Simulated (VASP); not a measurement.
Wanted: the native input for a VASP 6.6.1 run.

```yaml
Task: single point
Functional: PBE
Potentials_or_basis: VASP PAW PBE potentials, release 64 (Sc_sv, W_sv)
Cutoff: 500 eV
k_mesh: 6 × 6 × 6
Occupations: gaussian, width 0.1 eV
Spin: collinear spin
Starting_moments: "[1.0, 0.0, 0.0, 0.0] μB"
Dipole_correction: no
Further_INCAR_settings: ALGO = Normal; EDIFF = 1e-06; NBANDS = 38
```

The structure of ScW3 lies in POSCAR:

```
ScW3
1.0
    0.0000000000      3.2291460273      3.2291460273
    3.2291460273      0.0000000000      3.2291460273
    3.2291460273      3.2291460273      0.0000000000
Sc W
1 3
Direct
    0.0000000000      0.0000000000      0.0000000000
    0.2500000000      0.2500000000      0.2500000000
    0.7500000000      0.7500000000      0.7500000000
    0.5000000000      0.5000000000      0.5000000000
```

The cell was generated, and may not be a known phase.

These files were run (other wordings do the same):

INCAR

```
SYSTEM = ScW3
PREC     = Accurate       ! precision mode
ENCUT    = 500            ! plane-wave cutoff, eV
EDIFF    = 1E-6           ! SCF threshold, eV
ISMEAR   = 0              ! smearing method
SIGMA    = 0.1            ! smearing width, eV
LREAL    = .FALSE.        ! projectors in reciprocal space
LASPH    = .TRUE.         ! aspherical terms in the spheres
NELM     = 200            ! most SCF steps
ALGO     = Normal         ! electronic algorithm
ISIF     = 2              ! what is computed and relaxed
LWAVE    = .FALSE.        ! write WAVECAR
LCHARG   = .FALSE.        ! write CHGCAR
ISPIN    = 2              ! spin polarisation
MAGMOM   = 1 0 0 0        ! initial moments
LORBIT   = 11             ! projections on sites
LMAXMIX  = 4              ! l up to which the mixer works
GGA      = PE             ! functional
NBANDS   = 38             ! bands
GGA_COMPAT= .FALSE.
```

KPOINTS

```
regular mesh
0
G
  6 6 6
  0 0 0
```

Potentials or basis: VASP PAW PBE potentials, release 64 (Sc_sv, W_sv).

Command:

```sh
$ cat potpaw_PBE.64/Sc_sv/POTCAR potpaw_PBE.64/W_sv/POTCAR > POTCAR
$ mpirun -np 1 vasp_std > vasp.out
```

Results of the run:

The pressure is 0.3 GPa. The net moment is 0.00 μB per cell. The valence electrons inside the program's atomic spheres are Sc 9.83; W 12.00.

Run time: 79 s on 1 thread of Intel(R) Xeon(R) Platinum 8375C CPU @ 2.90GHz (Ice Lake), with other jobs on the host, peak memory 0.26 GiB.
